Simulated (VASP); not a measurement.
A run of VASP 6.6.1 is set up as follows.

File POSCAR:

```
Au
1.0
    2.8073190000     -0.0433470000     -0.0008520000
   -0.0433470000      2.6634960000     -0.0240980000
   -0.0008520000     -0.0240980000      2.7774360000
Au
1
Direct
    0.4894220000      0.4834150000      0.4898520000
```

Contents of INCAR.step1:

```
SYSTEM = Au
ALGO = Normal
EDIFF = 1E-4
ENCUT = 520
GGA = PE
ISMEAR = 1
LASPH = .TRUE.
LCHARG = .FALSE.
LREAL = .FALSE.
LWAVE = .TRUE.
NBANDS = 12
NELM = 60
PREC = Accurate
SIGMA = 0.1
```

INCAR.step2

```
SYSTEM = Au
ALGO = Normal
EDIFF = 1E-6
ENCUT = 520
ISIF = 2
ISMEAR = 1
ISTART = 1
LASPH = .TRUE.
LCHARG = .TRUE.
LELF = .TRUE.
LMIXTAU = .TRUE.
LREAL = .FALSE.
LVHAR = .TRUE.
LWAVE = .FALSE.
METAGGA = R2SCAN
NBANDS = 12
NELM = 60
PREC = Accurate
SIGMA = 0.1
```

File KPOINTS:

```
k-points
0
G
  11 11 11
  0 0 0
```

Potentials or basis: VASP PAW PBE potentials, release 64 (Au).

Run with:

```sh
$ cat potpaw_PBE.64/Au/POTCAR > POTCAR
$ cp INCAR.step1 INCAR
$ mpirun -np 1 vasp_std > vasp.out
$ cp INCAR.step2 INCAR
$ mpirun -np 1 vasp_std > vasp.out
```

Task: Predict the pressure.

Result: -2.6 GPa.

Task: Estimate the band gap on the k mesh.

Result: Zero (an odd number of electrons rules out a gap without spin polarisation).

Stress tensor (GPa, compression positive):
```
-7.59 -0.09  0.01
-0.09  5.43 -0.09
 0.01 -0.09 -5.67
```

Caveat: the stress differs along the axes, from -8 to 5 GPa; the PAW data sets were made with another functional, which shifts forces and pressure a little; spin-orbit coupling is left out, which moves the levels of the heavy elements.
